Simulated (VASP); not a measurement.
A run of VASP 6.6.1 is set up as follows.

File INCAR:

```
PREC = Accurate
ENCUT = 520
EDIFF = 1E-7
ISMEAR = 0
SIGMA = 0.15
LREAL = F
LASPH = T
NELM = 60
ALGO = Fast
ISIF = 2
LWAVE = F
LCHARG = F
GGA = PE
NBANDS = 18
```

KPOINTS

```
regular mesh
0
Gamma
  16 16 16
```

POSCAR

```
TiAl3
1.0
   -1.8302865966      1.8302865966      3.9958816977
    1.8302865966     -1.8302865966      3.9958816977
    1.8302865966      1.8302865966     -3.9958816977
Ti Al
1 3
Direct
    0.0000000000      0.0000000000      0.0000000000
    0.5000000000      0.5000000000      0.0000000000
    0.7500000000      0.2500000000      0.5000000000
    0.2500000000      0.7500000000      0.5000000000
```

Potentials or basis: VASP PAW PBE potentials, release 64 (Ti_sv, Al).

Command:

```bash
$ cat potpaw_PBE.64/Ti_sv/POTCAR potpaw_PBE.64/Al/POTCAR > POTCAR
$ mpirun -np 1 vasp_std > vasp.out
```

Predict the pressure.

26.1 GPa.

Stress tensor (GPa, compression positive):
```
24.22  0.00  0.00
 0.00 24.22  0.00
 0.00  0.00 29.94
```
